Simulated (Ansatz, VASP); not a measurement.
# AlRu: VASP beside Ansatz

```
Al Ru
1.0
     2.95552    0.00000    0.00000
     0.00000    2.95552    0.00000
     0.00000    0.00000    2.95552
Al Ru
1 1
Direct
  0.00000 0.00000 0.00000
  0.50000 0.50000 0.50000
```

Alike in both runs: functional LDA; k mesh 20 × 20 × 20; occupations fermi-dirac, width 0.15 eV; no spin polarisation.

Ansatz relaxed the structure, and its values are those at the end. VASP's run is a single point on that final structure, the one shown.

```csv
,VASP,Ansatz
version,VASP 6.6.1,Ansatz 0.2.0
potentials or method,"VASP PAW LDA potentials, release 64 (Al, Ru_pv), cutoff 520 eV","scalar-relativistic, plane waves, PAW"
valence electrons in the cell,17,19
```

Ansatz gave:

- gap on the k mesh at the Fermi level (eV): none
- pressure (GPa): 0.0

**Question.** What did VASP give for the same quantities?

**Answer.** gap on the k mesh at the Fermi level (eV): none; pressure (GPa): 0.6.

Ansatz warns that its potentials were made for another functional, while VASP's fit it. LDA's correlation is that of Perdew and Zunger in VASP and of Perdew and Wang (1992) in Ansatz. A gap of «none» marks a metal or a gap that the smearing closes. VASP's potentials hold 17 valence electrons a cell and Ansatz's 19, so a difference there can come from the potentials and not from the codes.
